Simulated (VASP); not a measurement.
# Al9H in VASP: notebook

Runs on Al9H. Level: PBE. Tasks: single point.

All numbers are computed with VASP 6.6.1; they aren't measurements. Logs are shortened: lines on timing, memory, paths and dates and some standing lists are left out, and cuts for length are marked.

### 1 The cell of the first run

The cell holds a slab with vacuum, 20 atoms: a = 5.707 Å, b = 9.806 Å, c = 22.790 Å, α = 90.00°, β = 90.00°, γ = 98.37°.

### 2 Single point, PBE

INCAR reads:

```
SYSTEM = Al9H
ALGO     = Normal         ! electronic algorithm
DIPOL    = 0.5 0.5 0.301
EDIFF    = 1E-6           ! SCF threshold, eV
ENCUT    = 520            ! plane-wave cutoff, eV
GGA      = PE             ! functional
IDIPOL   = 3            
ISIF     = 2              ! what is computed and relaxed
ISMEAR   = 0              ! smearing method
LASPH    = .TRUE.         ! aspherical terms in the spheres
LCHARG   = .FALSE.        ! write CHGCAR
LDIPOL   = .TRUE.       
LREAL    = Auto         
LWAVE    = .FALSE.        ! write WAVECAR
NBANDS   = 44             ! bands
NELM     = 60             ! most SCF steps
PREC     = Accurate       ! precision mode
SIGMA    = 0.1            ! smearing width, eV
```

KPOINTS reads:

```
k-points
0
G
  5 3 1
  0 0 0
```

POSCAR reads:

```
Al9H
1.0
    5.7070863106      0.0000000000      0.0000000000
   -1.4267715776      9.7014842380      0.0000000000
    0.0000000000      0.0000000000     22.7903703519
Al H
18 2
Direct
    0.2662216041      0.0648864163      0.1755127248
    0.7662216041      0.0648864163      0.1755127248
    0.3354806058      0.3419224231      0.2192029854
    0.8354806058      0.3419224231      0.2192029854
    0.1493324061      0.5973296244      0.2279410375
    0.6493324061      0.5973296244      0.2279410375
    0.4631842064      0.8527368258      0.2366790896
    0.9631842065      0.8527368258      0.2366790896
    0.0319772093      0.1277109169      0.2808262502
    0.5319772093      0.1277109169      0.2808262502
    0.0997917601      0.4042231294      0.3301071124
    0.5997917601      0.4042231294      0.3301071124
    0.4144000537      0.6596656514      0.3369822081
    0.9144000537      0.6596656514      0.3369822081
    0.2263076916      0.9110819252      0.3449259130
    0.7263076916      0.9110819252      0.3449259130
    0.2962427243      0.1814072004      0.3857054631
    0.7962427243      0.1814072004      0.3857054631
    0.6062643800      0.3914885899      0.4756557346
    0.6062643800      0.4577756274      0.4756557346
```

Potentials or basis: VASP PAW PBE potentials, release 64 (Al, H).

On the command line:

```
> cat potpaw_PBE.64/Al/POTCAR potpaw_PBE.64/H/POTCAR > POTCAR
> mpirun -np 1 vasp_std > vasp.out
```

OUTCAR:

```text
SYSTEM = Al9H
   EDIFF = 1E-6
   ENCUT = 520
   GGA = PE
   ISIF = 2
   ISMEAR = 0
   LASPH = .TRUE.
   LREAL = Auto
   NELM = 60
   PREC = Accurate

 ion  position               nearest neighbor table
   1  0.266  0.065  0.176-   2 2.85   2 2.85   9 2.86  10 2.86   7 2.87   8 2.87   3 2.87
   2  0.766  0.065  0.176-   1 2.85   1 2.85  10 2.86   9 2.86   8 2.87   7 2.87   4 2.87
   3  0.335  0.342  0.219-   4 2.85   4 2.85   6 2.87   5 2.87   1 2.87   9 2.89  10 2.89  12 2.96
                            11 2.97
   4  0.835  0.342  0.219-   3 2.85   3 2.85   5 2.87   6 2.87   2 2.87  10 2.89   9 2.89  11 2.96
                            12 2.97
   5  0.149  0.597  0.228-   6 2.85   6 2.85   4 2.87   3 2.87   8 2.87   7 2.87  13 2.93  14 2.93
                            11 2.99
   6  0.649  0.597  0.228-   5 2.85   5 2.85   3 2.87   4 2.87   7 2.87   8 2.87  14 2.93  13 2.93
                            12 2.99
   7  0.463  0.853  0.237-  10 2.85   8 2.85   8 2.85   1 2.87   2 2.87   5 2.87   6 2.87  16 2.90
                            15 2.91  13 2.96
   8  0.963  0.853  0.237-   9 2.85   7 2.85   7 2.85   1 2.87   2 2.87   5 2.87   6 2.87  15 2.90
                            16 2.91  14 2.96
   9  0.032  0.128  0.281-  18 2.83  17 2.83   8 2.85  10 2.85  10 2.85   1 2.86   2 2.86   3 2.89
                             4 2.89  11 2.91  15 2.93  16 2.93
  10  0.532  0.128  0.281-  17 2.83  18 2.83   7 2.85   9 2.85   9 2.85   2 2.86   1 2.86   4 2.89
                             3 2.89  12 2.91  16 2.93  15 2.93
  11  0.100  0.404  0.330-  12 2.85  12 2.85  14 2.86  13 2.87  18 2.88  17 2.89   9 2.91   4 2.96
                             3 2.97   5 2.99
  12  0.600  0.404  0.330-  11 2.85  11 2.85  13 2.86  14 2.87  17 2.88  18 2.89  10 2.91   3 2.96
                             4 2.97   6 2.99
  13  0.414  0.660  0.337-  16 2.83  15 2.83  14 2.85  14 2.85  12 2.86  11 2.87   5 2.93   6 2.93
                             7 2.96
  14  0.914  0.660  0.337-  15 2.83  16 2.83  13 2.85  13 2.85  11 2.86  12 2.87   6 2.93   5 2.93
                             8 2.96
  15  0.226  0.911  0.345-  17 2.78  14 2.83  13 2.83  16 2.85  16 2.85   8 2.90   7 2.91   9 2.93
                            10 2.93
  16  0.726  0.911  0.345-  18 2.78  13 2.83  14 2.83  15 2.85  15 2.85   7 2.90   8 2.91  10 2.93
                             9 2.93
  17  0.296  0.181  0.386-  15 2.78  10 2.83   9 2.83  18 2.85  18 2.85  12 2.88  11 2.89
  18  0.796  0.181  0.386-  16 2.78   9 2.83  10 2.83  17 2.85  17 2.85  11 2.88  12 2.89
  19  0.606  0.391  0.476-  20 0.65
  20  0.606  0.458  0.476-  19 0.65

  LATTYP: Found a simple monoclinic cell.
 ALAT       =     5.7070863106
 B/A-ratio  =     3.9933460108
 C/A-ratio  =     1.7181865166
 COS(beta)  =    -0.1455022476

  Lattice vectors:

 A1 = (   5.7070863106,   0.0000000000,   0.0000000000)
 A2 = (   0.0000000000,   0.0000000000, -22.7903703519)
 A3 = (  -1.4267715776,   9.7014842380,   0.0000000000)

Analysis of symmetry for initial positions (statically):
=====================================================================
 Subroutine PRICEL returns:
 Original cell was already a primitive cell.

 Routine SETGRP: Setting up the symmetry group for a
 simple monoclinic supercell.

 Subroutine GETGRP returns: Found  1 space group operations
 (whereof  1 operations were pure point group operations)
 out of a pool of  4 trial point group operations.

The static configuration has the point symmetry C_1 .

Analysis of symmetry for dynamics (positions and initial velocities):
=====================================================================
 Subroutine PRICEL returns:
 Original cell was already a primitive cell.

 Routine SETGRP: Setting up the symmetry group for a
 simple monoclinic supercell.

 Subroutine GETGRP returns: Found  1 space group operations
 (whereof  1 operations were pure point group operations)
 out of a pool of  4 trial point group operations.

The dynamic configuration has the point symmetry C_1 .

 Subroutine INISYM returns: Found  1 space group operations
 (whereof  1 operations are pure point group operations),
 and found     1 'primitive' translations

----------------------------------------------------------------------------------------

                                     Primitive cell

  volume of cell :    1261.8392

  direct lattice vectors                    reciprocal lattice vectors
     5.707086311  0.000000000  0.000000000     0.175220760  0.025769253  0.000000000
    -1.426771578  9.701484238  0.000000000     0.000000000  0.103077011  0.000000000
     0.000000000  0.000000000 22.790370352     0.000000000  0.000000000  0.043878181

  length of vectors
     5.707086311  9.805838748 22.790370352     0.177105531  0.103077011  0.043878181

  position of ions in fractional coordinates (direct lattice)
     0.266221604  0.064886416  0.175512725
     0.766221604  0.064886416  0.175512725
     0.335480606  0.341922423  0.219202985
     0.835480606  0.341922423  0.219202985
     0.149332406  0.597329624  0.227941038
     0.649332406  0.597329624  0.227941038
[... 12 lines left out ...]
     0.606264380  0.391488590  0.475655735
     0.606264380  0.457775627  0.475655735

  ion indices of the primitive-cell ions
   primitive index   ion index
                 1           1
                 2           2
                 3           3
                 4           4
                 5           5
                 6           6
[... 12 lines left out ...]
                19          19
                20          20

----------------------------------------------------------------------------------------

 KPOINTS: k-points

Automatic generation of k-mesh.
 Grid dimensions read from file:
 generate k-points for:    5    3    1

 Generating k-lattice:

  Cartesian coordinates                     Fractional coordinates (reciprocal lattice)
     0.035044152  0.005153851  0.000000000     0.200000000 -0.000000000  0.000000000
     0.000000000  0.034359004  0.000000000     0.000000000  0.333333333  0.000000000
     0.000000000  0.000000000  0.043878181     0.000000000  0.000000000  1.000000000

  Length of vectors
     0.035421106  0.034359004  0.043878181

  Shift w.r.t. Gamma in fractional coordinates (k-lattice)
     0.000000000  0.000000000  0.000000000

 Subroutine IBZKPT returns following result:
 ===========================================

 Found      8 irreducible k-points:

 Following reciprocal coordinates:
            Coordinates               Weight
  0.000000  0.000000  0.000000      1.000000
  0.200000 -0.000000  0.000000      2.000000
  0.400000 -0.000000  0.000000      2.000000
  0.000000  0.333333  0.000000      2.000000
  0.200000  0.333333  0.000000      2.000000
  0.400000  0.333333  0.000000      2.000000
 -0.400000  0.333333  0.000000      2.000000
 -0.200000  0.333333  0.000000      2.000000
   k-points           NKPTS =      8   k-points in BZ     NKDIM =      8   number of bands    NBANDS=     44
   number of dos      NEDOS =    301   number of ions     NIONS =     20
   total plane-waves  NPLWV = 604800
   dimension x,y,z NGX =    42 NGY =   80 NGZ =  180
   dimension x,y,z NGXF=    84 NGYF=  160 NGZF=  360
   ions per type =              18   2
   NGX,Y,Z   is equivalent  to a cutoff of  12.23, 13.56, 13.13 a.u.
   NGXF,Y,Z  is equivalent  to a cutoff of  24.47, 27.13, 26.26 a.u.
 SYSTEM =  Al9H
   PREC   = accura    normal or accurate (medium, high low for compatibility)
   ISTART =      0    job   : 0-new  1-cont  2-samecut
   ICHARG =      2    charge: 1-file 2-atom 10-const
   ISPIN  =      1    spin polarized calculation?
   LNONCOLLINEAR =      F non collinear calculations
   LSORBIT =      F    spin-orbit coupling
   LASPH  =      T    aspherical Exc in radial PAW
   ENCUT  =  520.0 eV  38.22 Ry    6.18 a.u.  10.61 18.23 42.37*2*pi/ulx,y,z
   NELM   =     60;   NELMIN=  2; NELMDL= -5     # of ELM steps
   EDIFF  = 0.1E-05   stopping-criterion for ELM
   LREAL  =      T    real-space projection
   EDIFFG = 0.1E-04   stopping-criterion for IOM
   NSW    =      0    number of steps for IOM
   IBRION =     -1    ionic relax: 0-MD 1-quasi-New 2-CG
   NFREE  =      0    steps in history (QN), initial steepest desc. (CG)
   ISIF   =      2    stress and relaxation
   ISYM   =      2    0-nonsym 1-usesym 2-fastsym
   POTIM  = 0.5000    time-step for ionic-motion
   TEBEG  =    0.0;   TEEND  =   0.0 temperature during run
   PSTRESS=    0.0 pullay stress
   NELECT =      56.0000    total number of electrons
   NUPDOWN=      -1.0000    fix difference up-down
   EMIN   =  10.00;   EMAX   =-10.00  energy-range for DOS
   EFERMI =   0.00;   METHOD = LEGACY
   ISMEAR =     0;   SIGMA  =   0.10  broadening in eV -4-tet -1-fermi 0-gaus
   EFERMI_NEDOS =   21; number of points for ismear=-14 and -15
   IALGO  =     38    algorithm
   IMIX   =      4    mixing-type and parameters
     AMIX     =   0.40;   BMIX     =  1.00
     AMIX_MAG =   1.60;   BMIX_MAG =  1.00
  volume/ion in A,a.u.               =      63.09       425.77
  Fermi-wavevector in a.u.,A,eV,Ry     =   0.579610  1.095305  4.570853  0.335948
  Thomas-Fermi vector in A             =   1.623387
   LORBIT       =      0    0 simple, 1 ext, 2 COOP (PROOUT), +10 PAW based schemes
   GGA     = PE    functional components
   LHFCALC =     F    Hartree Fock is set to
   AEXX    =    0.0000 exact exchange contribution
   IVDW    =     0    specifies the selected vdW correction
   LEPSILON=     F    determine dielectric tensor
   LRPA    =     F    only Hartree local field effects (RPA)
 non-spin polarized calculation
 Gauss-broadening in eV      SIGMA  =   0.10
  energy-cutoff  :      520.00
  volume of cell :     1261.84
 maximum number of plane-waves:     34010
   NGX = 21   NGY = 37   NGZ = 85

 dipolmoment           0.000000      0.000000      0.049849 electrons x Angstroem

 number of electron      55.9999999 magnetization

 dipolmoment           0.000000      0.000000     -0.007637 electrons x Angstroem

 Free energy of the ion-electron system (eV)
  ---------------------------------------------------
  ext. energy  EPLUGINS =         0.00000000
  ---------------------------------------------------
  free energy    TOTEN  =       -67.77555392 eV

  energy without entropy =      -67.72866878  energy(sigma->0) =      -67.75211135

 E-fermi :  -1.1911     XC(G=0):  -3.3877

 val. band max:       -1.2106560463   @ k =   0.0000   0.3333   0.0000
 cond. band min:      -1.1736978496   @ k =   0.2000  -0.0000   0.0000
 fundamental gap:      0.0369581967
 Fermi energy:        -1.1910925590

 k-point     1 :       0.0000    0.0000    0.0000
  band No.  band energies     occupation
      1     -11.2601      2.00000
      2      -9.7190      2.00000
      3      -9.6236      2.00000
      4      -8.9941      2.00000
      5      -8.1554      2.00000
      6      -7.1569      2.00000
[... 32 lines left out ...]
     39       0.8726      0.00000
[... 300 lines left out ...]
     39       0.8947      0.00000
     40       1.0414      0.00000
 [bands above 40 left out]

------------------------ aborting loop because EDIFF is reached ----------------------------------------

 vacuum level on the upper side and lower side of the slab       (xc-potential included)        -0.076        -0.041

  FORCE on cell =-STRESS in cart. coord.  units (eV):
  Direction    XX          YY          ZZ          XY          YZ          ZX
  --------------------------------------------------------------------------------------
  -------------------------------------------------------------------------------------
  Total      -11.8042184     -9.3641663      0.1513094     -0.3665855     -0.2854704      0.0161219
  in kB      -14.9880045    -11.8898314      0.1921200     -0.4654595     -0.3624663      0.0204703
  external PRESSURE =      -8.8952386 kB  Pullay stress =       0.0000000 kB

 VOLUME and BASIS-vectors are now :
 -----------------------------------------------------------------------------
  energy-cutoff  :      520.00
  volume of cell :     1261.84
      direct lattice vectors                 reciprocal lattice vectors
     5.707086311  0.000000000  0.000000000     0.175220760  0.025769253  0.000000000
    -1.426771578  9.701484238  0.000000000     0.000000000  0.103077011  0.000000000
     0.000000000  0.000000000 22.790370352     0.000000000  0.000000000  0.043878181

 POSITION                                       TOTAL-FORCE (eV/Angst)
 -----------------------------------------------------------------------------------
      1.42677      0.62949      4.00000        -0.006834      0.146671      0.027889
      4.28031      0.62949      4.00000        -0.005787      0.148527      0.027893
      1.42677      3.31715      4.99572         0.015125      0.036529      0.065144
      4.28031      3.31715      4.99572        -0.003969      0.036171      0.061748
      0.00000      5.79498      5.19486         0.000530     -0.079576      0.033402
      2.85354      5.79498      5.19486        -0.003519     -0.083007      0.026824
[... 12 lines left out ...]
      2.90144      3.79802     10.84037         0.716821     -4.848584      0.054638
      2.80686      4.44110     10.84037        -0.715943      4.930270      0.070457
 -----------------------------------------------------------------------------------
    total drift:                               -0.007933     -0.032313     -0.007477

  FREE ENERGIE OF THE ION-ELECTRON SYSTEM (eV)
  ---------------------------------------------------
  free  energy   TOTEN  =       -67.7755539178 eV

  energy  without entropy=      -67.7286687757  energy(sigma->0) =      -67.75211135

 vacuum level on the upper side and lower side of the slab         2.914         2.944
```

Run time: 18 min. Hardware: 1 thread of AMD EPYC 9R14 (Zen 4), shared host; peak memory 1.2 GiB.

What came out:

```
Free energy            : -67.7756 eV
Largest force          : 4.982 eV/Å
Band gap on the k mesh : zero (band 28 reaches -1.04 eV, above the bottom of band 29 at -1.77 eV)
```

Forces in eV/Å, atoms in the order of the input:
```
Al  -0.007  0.147  0.028
Al  -0.006  0.149  0.028
Al   0.015  0.037  0.065
Al  -0.004  0.036  0.062
Al   0.001 -0.080  0.033
Al  -0.004 -0.083  0.027
Al   0.001 -0.096 -0.124
Al   0.003 -0.094 -0.119
Al  -0.001  0.009  0.000
Al   0.000  0.007 -0.013
Al   0.006 -0.013  0.003
Al   0.001 -0.020 -0.047
Al  -0.004 -0.017 -0.005
Al  -0.005 -0.015 -0.007
Al  -0.001  0.004 -0.002
Al  -0.004  0.007 -0.001
Al   0.000 -0.027 -0.026
Al   0.006 -0.032 -0.026
H    0.717 -4.849  0.055
H   -0.716  4.930  0.070
```

### 3 Single point, PBE

INCAR reads:

```
SYSTEM = Al9H
PREC     = Accurate       ! precision mode
ENCUT    = 520            ! plane-wave cutoff, eV
EDIFF    = 1E-6           ! SCF threshold, eV
ISMEAR   = 0              ! smearing method
SIGMA    = 0.1            ! smearing width, eV
LREAL    = Auto         
LASPH    = .TRUE.         ! aspherical terms in the spheres
NELM     = 80             ! most SCF steps
ALGO     = Normal         ! electronic algorithm
ISIF     = 2              ! what is computed and relaxed
LWAVE    = .FALSE.        ! write WAVECAR
LCHARG   = .FALSE.        ! write CHGCAR
LDIPOL   = .TRUE.       
IDIPOL   = 3            
DIPOL    = 0.5 0.5 0.306
GGA      = PE             ! functional
NBANDS   = 44             ! bands
```

KPOINTS reads:

```
regular mesh
0
G
  5 3 1
  0 0 0
```

Changes to POSCAR since step 2:

```diff
@@ -26,3 +26,3 @@
     0.7962427243      0.1814072004      0.3857054631
-    0.6062643800      0.3914885899      0.4756557346
-    0.6062643800      0.4577756274      0.4756557346
+    0.6062643800      0.3914885899      0.5173400068
+    0.6062643800      0.4577756274      0.5173400068
```

Potentials or basis: VASP PAW PBE potentials, release 64 (Al, H).

On the command line:

```
> cat potpaw_PBE.64/Al/POTCAR potpaw_PBE.64/H/POTCAR > POTCAR
> mpirun -np 1 vasp_std > vasp.out
```

It took 19 min on 1 thread of AMD EPYC 9R14 (Zen 4), shared host; peak memory 1.2 GiB.

Results (log left out):

```yaml
Free_energy: -67.8172 eV
Largest_force: 4.902 eV/Å
Band_gap_on_the_k_mesh: zero (band 28 reaches -1.04 eV, above the bottom of band 29 at -1.78 eV)
```

Forces in eV/Å, atoms in the order of the input:
```
Al  -0.006  0.154  0.032
Al  -0.007  0.154  0.033
Al   0.007  0.035  0.063
Al   0.004  0.035  0.063
Al  -0.001 -0.074  0.031
Al  -0.002 -0.075  0.030
Al   0.002 -0.100 -0.120
Al   0.002 -0.099 -0.119
Al   0.000  0.008 -0.002
Al   0.000  0.008 -0.004
Al   0.004 -0.012  0.001
Al   0.003 -0.012 -0.001
Al  -0.004 -0.010 -0.003
Al  -0.005 -0.010 -0.003
Al  -0.002  0.001  0.001
Al  -0.003  0.001  0.001
Al   0.003 -0.006 -0.002
Al   0.002 -0.007 -0.002
H    0.712 -4.840 -0.002
H   -0.712  4.850  0.006
```

Levels at points of the mesh, in eV from the Fermi level:
| k point | band 26 | band 27 | band 28 | band 29 | band 30 | band 31 |
| --- | --- | --- | --- | --- | --- | --- |
| (0.00, 0.00, 0.00) | -1.08 | -0.94 | -0.62 | -0.58 | -0.27 | 0.11 |
